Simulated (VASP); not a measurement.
# SiO2 (P6_322) in VASP: further runs

SiO2 is run at these levels: PBE; tasks: single point.

Program: VASP 6.6.1. These are calculated values, not measurements. Logs are shortened: lines on timing, memory, paths and dates and some standing lists are left out, and cuts for length are marked.

**1. The cell of the first run**

Symmetry: P6_322, No. 182, hexagonal system. The conventional cell has a = 4.801 Å, b = 4.801 Å, c = 8.567 Å, α = 90.00°, β = 90.00°, γ = 120.00°. Si (site symmetry 3) has 4 O at 1.60 to 1.62 Å within 2.1 Å. Within 2.2 Å of O (site symmetry 2) lie 2 Si at 1.62 Å. O (site symmetry 32) has 2 Si at 1.60 Å within 2.1 Å.

**2. Single point, PBE (14.25 Å³/atom)**

The input, INCAR:

```
SYSTEM = SiO2
ALGO = Normal ; EDIFF = 1E-7
ENCUT = 520 ; GGA = PE
ISIF = 2 ; ISMEAR = 0
LASPH = .True. ; LCHARG = .True.
LELF = .True. ; LREAL = .False.
LVHAR = .True. ; LWAVE = .False.
NBANDS = 44 ; NELM = 60
PREC = Accurate ; SIGMA = 0.02
```

The input, KPOINTS:

```
k-points
0
Gamma
  6 6 4
  0 0 0
```

The input, POSCAR:

```
SiO2
1.0
    4.8008488025      0.0000000000      0.0000000000
   -2.4004244013      4.1576570227      0.0000000000
    0.0000000000      0.0000000000      8.5665751464
Si O
4 8
Direct
    0.6666666667      0.3333333333      0.9365952418
    0.6666666667      0.3333333333      0.5634047582
    0.3333333333      0.6666666667      0.0634047582
    0.3333333333      0.6666666667      0.4365952418
    0.0000000000      0.3675956613      0.0000000000
    0.3675956613      0.3675956613      0.5000000000
    0.6324043387      0.0000000000      0.5000000000
    0.6324043387      0.6324043387      0.0000000000
    0.0000000000      0.6324043387      0.5000000000
    0.6666666667      0.3333333333      0.7500000000
    0.3333333333      0.6666666667      0.2500000000
    0.3675956613      0.0000000000      0.0000000000
```

Potentials or basis: VASP PAW PBE potentials, release 64 (Si, O).

Started as:

```bash
> cat potpaw_PBE.64/Si/POTCAR potpaw_PBE.64/O/POTCAR > POTCAR
> mpirun -np 1 vasp_std > vasp.out
```

OUTCAR:

```text
SYSTEM = SiO2
   EDIFF = 1E-7
   ENCUT = 520
   GGA = PE
   ISIF = 2
   ISMEAR = 0
   LASPH = .True.
   LREAL = .False.
   NELM = 60
   PREC = Accurate

 ion  position               nearest neighbor table
   1  0.667  0.333  0.937-  10 1.60   5 1.62  12 1.62   8 1.62   3 2.98   3 2.98   3 2.98
   2  0.667  0.333  0.563-  10 1.60   7 1.62   9 1.62   6 1.62   4 2.98   4 2.98   4 2.98
   3  0.333  0.667  0.063-  11 1.60  12 1.62   5 1.62   8 1.62   1 2.98   1 2.98   1 2.98
   4  0.333  0.667  0.437-  11 1.60   9 1.62   7 1.62   6 1.62   2 2.98   2 2.98   2 2.98
   5  0.000  0.368  0.000-   1 1.62   3 1.62
   6  0.368  0.368  0.500-   2 1.62   4 1.62
   7  0.632  0.000  0.500-   2 1.62   4 1.62
   8  0.632  0.632  0.000-   3 1.62   1 1.62
   9  0.000  0.632  0.500-   4 1.62   2 1.62
  10  0.667  0.333  0.750-   1 1.60   2 1.60
  11  0.333  0.667  0.250-   3 1.60   4 1.60
  12  0.368  0.000  0.000-   3 1.62   1 1.62

  LATTYP: Found a hexagonal cell.
 ALAT       =     4.8008488025
 C/A-ratio  =     1.7843876154

  Lattice vectors:

 A1 = (   4.8008488025,   0.0000000000,   0.0000000000)
 A2 = (  -2.4004244013,   4.1576570227,   0.0000000000)
 A3 = (   0.0000000000,   0.0000000000,   8.5665751464)

Analysis of symmetry for initial positions (statically):
=====================================================================
 Subroutine PRICEL returns:
 Original cell was already a primitive cell.

 Routine SETGRP: Setting up the symmetry group for a
 hexagonal supercell.

 Subroutine GETGRP returns: Found 12 space group operations
 (whereof  6 operations were pure point group operations)
 out of a pool of 24 trial point group operations.

The static configuration has the point symmetry D_3 .
 The point group associated with its full space group is D_6 .

Analysis of symmetry for dynamics (positions and initial velocities):
=====================================================================
 Subroutine PRICEL returns:
 Original cell was already a primitive cell.

 Routine SETGRP: Setting up the symmetry group for a
 hexagonal supercell.

 Subroutine GETGRP returns: Found 12 space group operations
 (whereof  6 operations were pure point group operations)
 out of a pool of 24 trial point group operations.

The dynamic configuration has the point symmetry D_3 .
 The point group associated with its full space group is D_6 .

 Subroutine INISYM returns: Found 12 space group operations
 (whereof  6 operations are pure point group operations),
 and found     1 'primitive' translations

----------------------------------------------------------------------------------------

                                     Primitive cell

  volume of cell :     170.9913

  direct lattice vectors                    reciprocal lattice vectors
     4.800848803  0.000000000  0.000000000     0.208296499  0.120260040  0.000000000
    -2.400424401  4.157657023  0.000000000     0.000000000  0.240520080  0.000000000
     0.000000000  0.000000000  8.566575146     0.000000000  0.000000000  0.116732765

  length of vectors
     4.800848803  4.800848803  8.566575146     0.240520080  0.240520080  0.116732765

  position of ions in fractional coordinates (direct lattice)
     0.666666667  0.333333333  0.936595242
     0.666666667  0.333333333  0.563404758
     0.333333333  0.666666667  0.063404758
     0.333333333  0.666666667  0.436595242
     0.000000000  0.367595661  0.000000000
     0.367595661  0.367595661  0.500000000
     0.632404339  0.000000000  0.500000000
     0.632404339  0.632404339  0.000000000
     0.000000000  0.632404339  0.500000000
     0.666666667  0.333333333  0.750000000
     0.333333333  0.666666667  0.250000000
     0.367595661  0.000000000  0.000000000

  ion indices of the primitive-cell ions
   primitive index   ion index
                 1           1
                 2           2
                 3           3
                 4           4
                 5           5
                 6           6
                 7           7
                 8           8
[... 49 lines left out ...]
   LEPSILON=     F    determine dielectric tensor
   LRPA    =     F    only Hartree local field effects (RPA)
 non-spin polarized calculation
 Gauss-broadening in eV      SIGMA  =   0.02
  energy-cutoff  :      520.00
  volume of cell :      170.99
 maximum number of plane-waves:      4638
 NGX is ok and might be reduce to    36
   NGX = 17   NGY = 17   NGZ = 31

 number of electron      63.9999972 magnetization

 Free energy of the ion-electron system (eV)
  ---------------------------------------------------
  ext. energy  EPLUGINS =         0.00000000
  ---------------------------------------------------
  free energy    TOTEN  =       -94.51706376 eV

  energy without entropy =      -94.51706376  energy(sigma->0) =      -94.51706376

 E-fermi :   0.4197     XC(G=0):  -8.4095

 val. band max:        0.2568419859   @ k =   0.0000   0.0000   0.2500
 cond. band min:       5.8933967540   @ k =   0.0000   0.0000   0.0000
 fundamental gap:      5.6365547681
 Fermi energy:         0.4196934891

 k-point     1 :       0.0000    0.0000    0.0000
  band No.  band energies     occupation
      1     -19.3490      2.00000
      2     -18.9563      2.00000
      3     -17.8700      2.00000
      4     -17.2361      2.00000
      5     -17.1471      2.00000
      6     -17.1471      2.00000
[... 36 lines left out ...]
     43      12.4427      0.00000
     44      12.4611      0.00000

 k-point     2 :       0.1667    0.0000    0.0000
  band No.  band energies     occupation
      1     -19.2633      2.00000
      2     -18.8617      2.00000
      3     -17.9490      2.00000
      4     -17.2702      2.00000
      5     -17.2401      2.00000
      6     -17.1766      2.00000
[... 885 lines left out ...]
 k-point    21 :       0.3333    0.3333    0.5000
  band No.  band energies     occupation
      1     -18.6000      2.00000
      2     -18.6000      2.00000
      3     -18.1143      2.00000
      4     -18.1143      2.00000
      5     -17.2758      2.00000
      6     -17.2758      2.00000
[... 36 lines left out ...]
     43      10.8609      0.00000
     44      10.8609      0.00000

------------------------ aborting loop because EDIFF is reached ----------------------------------------

  FORCE on cell =-STRESS in cart. coord.  units (eV):
  Direction    XX          YY          ZZ          XY          YZ          ZX
  --------------------------------------------------------------------------------------
  -------------------------------------------------------------------------------------
  Total        6.3870540      6.3870540      6.3068245     -0.0000000      0.0000000      0.0000000
  in kB       59.8462926     59.8462926     59.0945477     -0.0000000      0.0000000      0.0000000
  external PRESSURE =      59.5957110 kB  Pullay stress =       0.0000000 kB

 VOLUME and BASIS-vectors are now :
 -----------------------------------------------------------------------------
  energy-cutoff  :      520.00
  volume of cell :      170.99
      direct lattice vectors                 reciprocal lattice vectors
     4.800848803  0.000000000  0.000000000     0.208296499  0.120260040  0.000000000
    -2.400424401  4.157657023  0.000000000     0.000000000  0.240520080  0.000000000
     0.000000000  0.000000000  8.566575146     0.000000000  0.000000000  0.116732765

 POSITION                                       TOTAL-FORCE (eV/Angst)
 -----------------------------------------------------------------------------------
      2.40042      1.38589      8.02341         0.000000     -0.000000     -0.034192
      2.40042      1.38589      4.82645         0.000000     -0.000000      0.034192
     -0.00000      2.77177      0.54316         0.000000      0.000000      0.034192
     -0.00000      2.77177      3.74013         0.000000      0.000000     -0.034192
     -0.88239      1.52834      0.00000         0.001957     -0.003390     -0.000000
      0.88239      1.52834      4.28329        -0.001957     -0.003390     -0.000000
      3.03608      0.00000      4.28329         0.003914      0.000000     -0.000000
      1.51804      2.62932      0.00000         0.001957      0.003390     -0.000000
     -1.51804      2.62932      4.28329        -0.001957      0.003390     -0.000000
      2.40042      1.38589      6.42493         0.000000      0.000000     -0.000000
     -0.00000      2.77177      2.14164         0.000000     -0.000000     -0.000000
      1.76477      0.00000      0.00000        -0.003914     -0.000000     -0.000000
 -----------------------------------------------------------------------------------
    total drift:                               -0.000001      0.000000     -0.000000

  FREE ENERGIE OF THE ION-ELECTRON SYSTEM (eV)
  ---------------------------------------------------
  free  energy   TOTEN  =       -94.5170637583 eV

  energy  without entropy=      -94.5170637583  energy(sigma->0) =      -94.51706376
```

Run time: 83 s. Hardware: 1 thread of AMD EPYC 9R45 (Zen 5), shared host; peak memory 0.29 GiB.

Results:

```
Free energy            : -94.5171 eV
Pressure               : 6.0 GPa
Largest force          : 0.034 eV/Å
Band gap on the k mesh : 5.64 eV (least direct gap 5.77 eV)
```

Forces in eV/Å, atoms in the order of the input:
```
Si   0.000  0.000 -0.034
Si   0.000  0.000  0.034
Si   0.000  0.000  0.034
Si   0.000  0.000 -0.034
O    0.002 -0.003  0.000
O   -0.002 -0.003  0.000
O    0.004  0.000  0.000
O    0.002  0.003  0.000
O   -0.002  0.003  0.000
O    0.000  0.000  0.000
O    0.000  0.000  0.000
O   -0.004  0.000  0.000
```

Stress tensor (GPa, compression positive):
```
5.98 0.00 0.00
0.00 5.98 0.00
0.00 0.00 5.91
```

Caveat: the cell stands under pressure.

**3. Single point, PBE (14.74 Å³/atom)**

This run uses another cell than the first one, of 14.74 Å³/atom.

The input, INCAR:

```
SYSTEM = SiO2
PREC = Accurate
ENCUT = 520
EDIFF = 1E-6
ISMEAR = 0
SIGMA = 0.02
LREAL = .False.
LASPH = .True.
NELM = 80
ALGO = Normal
ISIF = 2
LWAVE = .False.
LCHARG = .False.
GGA = PE
NBANDS = 44
```

The input, KPOINTS:

```
Automatic mesh
0
Gamma
  6 6 4
  0 0 0
```

The input, POSCAR:

```
SiO2
1.0
    4.8773628630      0.0000000000      0.0000000000
   -2.4386814315      4.2239201429      0.0000000000
    0.0000000000      0.0000000000      8.5828569028
Si O
4 8
Direct
    0.6666666667      0.3333333333      0.9367930884
    0.6666666667      0.3333333333      0.5632069116
    0.3333333333      0.6666666667      0.0632069116
    0.3333333333      0.6666666667      0.4367930884
    0.0000000000      0.3786699054      0.0000000000
    0.3786699054      0.3786699054      0.5000000000
    0.6213300946      0.0000000000      0.5000000000
    0.6213300946      0.6213300946      0.0000000000
    0.0000000000      0.6213300946      0.5000000000
    0.6666666667      0.3333333333      0.7500000000
    0.3333333333      0.6666666667      0.2500000000
    0.3786699054      0.0000000000      0.0000000000
```

Potentials or basis: VASP PAW PBE potentials, release 64 (Si, O).

Started as:

```bash
> cat potpaw_PBE.64/Si/POTCAR potpaw_PBE.64/O/POTCAR > POTCAR
> mpirun -np 1 vasp_std > vasp.out
```

It took 80 s on 1 thread of AMD EPYC 9R45 (Zen 5), shared host; peak memory 0.29 GiB.

Results (log left out):

| Property | Result |
| --- | --- |
| Free energy | -94.7039 eV |
| Pressure | 4.0 GPa |
| Largest force | 0.029 eV/Å |
| Band gap on the k mesh | 5.59 eV (least direct gap 5.70 eV) |

Forces in eV/Å, atoms in the order of the input:
```
Si   0.000  0.000 -0.029
Si   0.000  0.000  0.029
Si   0.000  0.000  0.029
Si   0.000  0.000 -0.029
O    0.001 -0.002  0.000
O   -0.001 -0.002  0.000
O    0.002  0.000  0.000
O    0.001  0.002  0.000
O   -0.001  0.002  0.000
O    0.000  0.000  0.000
O    0.000  0.000  0.000
O   -0.002  0.000  0.000
```

Levels at points of the mesh, in eV from the valence-band top:
```csv
k point,band 30,band 31,band 32,band 33,band 34,band 35
"(0.00, 0.00, 0.00)",-0.71,-0.12,-0.12,5.59,7.82,8.43
"(0.50, 0.00, 0.00)",-0.74,-0.64,-0.11,7.91,8.68,8.89
"(0.00, 0.00, 0.50)",-0.67,-0.12,-0.12,6.41,6.41,9.26
"(0.50, 0.00, 0.50)",-0.72,-0.43,-0.43,8.31,8.31,8.85
```

Caveat: the cell stands under pressure.

**4. Single point, PBE (15.22 Å³/atom)**

This run uses another cell than the first one, of 15.22 Å³/atom.

The input, INCAR:

```
  PREC = Accurate
  ENCUT = 520
  EDIFF = 1E-6
  ISMEAR = 0
  SIGMA = 0.02
  LREAL = F
  LASPH = T
  NELM = 100
  ALGO = Normal
  ISIF = 2
  LWAVE = F
  LCHARG = F
  GGA = PE
  NBANDS = 44
```

The input, KPOINTS:

```
regular mesh
0
Gamma
  6 6 4
```

The input, POSCAR:

```
SiO2
1.0
    4.9523666049      0.0000000000      0.0000000000
   -2.4761833024      4.2888752887      0.0000000000
    0.0000000000      0.0000000000      8.5992959298
Si O
4 8
Direct
    0.6666666667      0.3333333333      0.9369422812
    0.6666666667      0.3333333333      0.5630577188
    0.3333333333      0.6666666667      0.0630577188
    0.3333333333      0.6666666667      0.4369422812
    0.0000000000      0.3905249282      0.0000000000
    0.3905249282      0.3905249282      0.5000000000
    0.6094750718      0.0000000000      0.5000000000
    0.6094750718      0.6094750718      0.0000000000
    0.0000000000      0.6094750718      0.5000000000
    0.6666666667      0.3333333333      0.7500000000
    0.3333333333      0.6666666667      0.2500000000
    0.3905249282      0.0000000000      0.0000000000
```

Started as:

```bash
> cat potpaw_PBE.64/Si/POTCAR potpaw_PBE.64/O/POTCAR > POTCAR
> mpirun -np 1 vasp_std > vasp.out
```

Wall time 94 s (1 thread of AMD EPYC 9R45 (Zen 5), shared host); peak memory 0.33 GiB.

Results (log left out):

- Free energy: -94.8281 eV
- Pressure: 2.5 GPa
- Largest force: 0.023 eV/Å
- Band gap on the k mesh: 5.54 eV (least direct gap 5.64 eV)

Forces in eV/Å, atoms in the order of the input:
```
Si   0.000  0.000 -0.023
Si   0.000  0.000  0.023
Si   0.000  0.000  0.023
Si   0.000  0.000 -0.023
O    0.000  0.000  0.000
O    0.000  0.000  0.000
O    0.000  0.000  0.000
O    0.000  0.000  0.000
O    0.000  0.000  0.000
O    0.000  0.000  0.000
O    0.000  0.000  0.000
O    0.000  0.000  0.000
```

Levels at points of the mesh, in eV from the valence-band top:
| k point | band 29 | band 30 | band 31 | band 32 | band 33 | band 34 | band 35 | band 36 |
| --- | --- | --- | --- | --- | --- | --- | --- | --- |
| (0.00, 0.00, 0.00) | -0.75 | -0.75 | -0.10 | -0.10 | 5.54 | 7.73 | 8.37 | 9.04 |
| (0.50, 0.00, 0.00) | -0.93 | -0.74 | -0.64 | -0.08 | 7.81 | 8.52 | 8.89 | 9.08 |
| (0.00, 0.00, 0.50) | -0.66 | -0.66 | -0.14 | -0.14 | 6.35 | 6.35 | 9.20 | 9.20 |
| (0.50, 0.00, 0.50) | -0.72 | -0.72 | -0.41 | -0.41 | 8.21 | 8.21 | 8.74 | 8.74 |

**5. Single point, PBE (15.71 Å³/atom)**

This run uses another cell than the first one, of 15.71 Å³/atom.

The input, INCAR:

```
  ALGO = Normal
  EDIFF = 1E-7
  ENCUT = 520
  GGA = PE
  ISIF = 2
  ISMEAR = 0
  LASPH = T
  LCHARG = F
  LREAL = F
  LWAVE = F
  NBANDS = 44
  NELM = 100
  PREC = Accurate
  SIGMA = 0.02
```

The input, KPOINTS:

```
k-points
0
Gamma
  6 6 4
```

The input, POSCAR:

```
SiO2
1.0
    5.0269225263      0.0000000000      0.0000000000
   -2.5134612631      4.3534426106      0.0000000000
    0.0000000000      0.0000000000      8.6124747973
Si O
4 8
Direct
    0.6666666667      0.3333333333      0.9370920428
    0.6666666667      0.3333333333      0.5629079572
    0.3333333333      0.6666666667      0.0629079572
    0.3333333333      0.6666666667      0.4370920428
    0.0000000000      0.4033581721      0.0000000000
    0.4033581721      0.4033581721      0.5000000000
    0.5966418279      0.0000000000      0.5000000000
    0.5966418279      0.5966418279      0.0000000000
    0.0000000000      0.5966418279      0.5000000000
    0.6666666667      0.3333333333      0.7500000000
    0.3333333333      0.6666666667      0.2500000000
    0.4033581721      0.0000000000      0.0000000000
```

Started as:

```bash
> cat potpaw_PBE.64/Si/POTCAR potpaw_PBE.64/O/POTCAR > POTCAR
> mpirun -np 1 vasp_std > vasp.out
```

It took 1.7 min on 1 thread of AMD EPYC 9R45 (Zen 5), shared host; peak memory 0.33 GiB.

Results (log left out):

```yaml
Free_energy: -94.9016 eV
Pressure: 1.2 GPa
Largest_force: 0.011 eV/Å
Band_gap_on_the_k_mesh: 5.50 eV (least direct gap 5.57 eV)
```

Forces in eV/Å, atoms in the order of the input:
```
Si   0.000  0.000 -0.011
Si   0.000  0.000  0.011
Si   0.000  0.000  0.011
Si   0.000  0.000 -0.011
O   -0.002  0.003  0.000
O    0.002  0.003  0.000
O   -0.003  0.000  0.000
O   -0.002 -0.003  0.000
O    0.002 -0.003  0.000
O    0.000  0.000  0.000
O    0.000  0.000  0.000
O    0.003  0.000  0.000
```

Stress tensor (GPa, compression positive):
```
1.18 0.00 0.00
0.00 1.18 0.00
0.00 0.00 1.27
```

Levels at points of the mesh, in eV from the valence-band top:
```csv
k point,band 30,band 31,band 32,band 33,band 34,band 35
"(0.00, 0.00, 0.00)",-0.78,-0.08,-0.08,5.50,7.65,8.31
"(0.50, 0.00, 0.00)",-0.74,-0.63,-0.06,7.72,8.37,8.86
"(0.00, 0.00, 0.50)",-0.65,-0.17,-0.17,6.29,6.29,9.14
"(0.50, 0.00, 0.50)",-0.72,-0.38,-0.38,8.11,8.11,8.62
```

A k mesh can miss the band edges.

**6. Summary**

| cell | gap on the mesh (eV) | pressure (GPa) | largest force (eV/Å) |
| --- | --- | --- | --- |
| a = 4.801, b = 4.801, c = 8.567 Å, angles 90.0, 90.0, 120.0°, 12 atoms, atomic positions A | 5.64 | 6.0 | 0.03 |
| a = 4.877, b = 4.877, c = 8.583 Å, angles 90.0, 90.0, 120.0°, 12 atoms, atomic positions B | 5.59 | 4.0 | 0.03 |
| a = 4.952, b = 4.952, c = 8.599 Å, angles 90.0, 90.0, 120.0°, 12 atoms, atomic positions C | 5.54 | 2.5 | 0.02 |
| a = 5.027, b = 5.027, c = 8.612 Å, angles 90.0, 90.0, 120.0°, 12 atoms, atomic positions D | 5.50 | 1.2 | 0.01 |

Alike in all rows: task single point; level PBE; potentials or basis VASP PAW PBE potentials, release 64 (Si, O); no spin polarisation; k mesh 6 × 6 × 4; cutoff (eV) 520; smearing gaussian 0.02 eV.

Caveats: the cell stands under pressure (at least some runs).

Total energies depend on the potentials used, so only differences within one code and one set of settings carry meaning.
